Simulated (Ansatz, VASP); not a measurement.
## Two plane-wave programs on Se

```
Se
1.0
     6.73668    0.00000    0.00000
    -3.36834    5.83414    0.00000
     0.00000    0.00000    2.34802
Se
3
Cartesian
  0.0000 0.0000 0.0000
  0.0000 3.8894 1.1740
  3.3683 1.9447 1.1740
```

Alike in both runs: functional r2SCAN; k mesh 9 × 9 × 20; occupations gaussian, width 0.1 eV; no spin polarisation.

Ansatz relaxed the structure, and its values are those at the end. VASP's run is a single point on that final structure, the one shown.

|  | VASP | Ansatz |
| --- | --- | --- |
| version | VASP 6.6.1 | Ansatz 0.2.0 |
| potentials or method | VASP PAW PBE potentials, release 64 (Se), cutoff 520 eV | scalar-relativistic, plane waves, PAW |
| valence electrons in the cell | 18 | 48 |

```csv
,VASP,Ansatz,Ansatz less VASP
gap on the k mesh at the Fermi level (eV),none,none,-
pressure (GPa),0.0,0.0,+0.06
```

VASP's potentials were made for PBE, not for r2SCAN. A gap of «none» marks a metal or a gap that the smearing closes. With one functional, cell and mesh, what is left measures potentials, basis and numerics. VASP's potentials hold 18 valence electrons a cell and Ansatz's 48, so a difference there can come from the potentials and not from the codes.
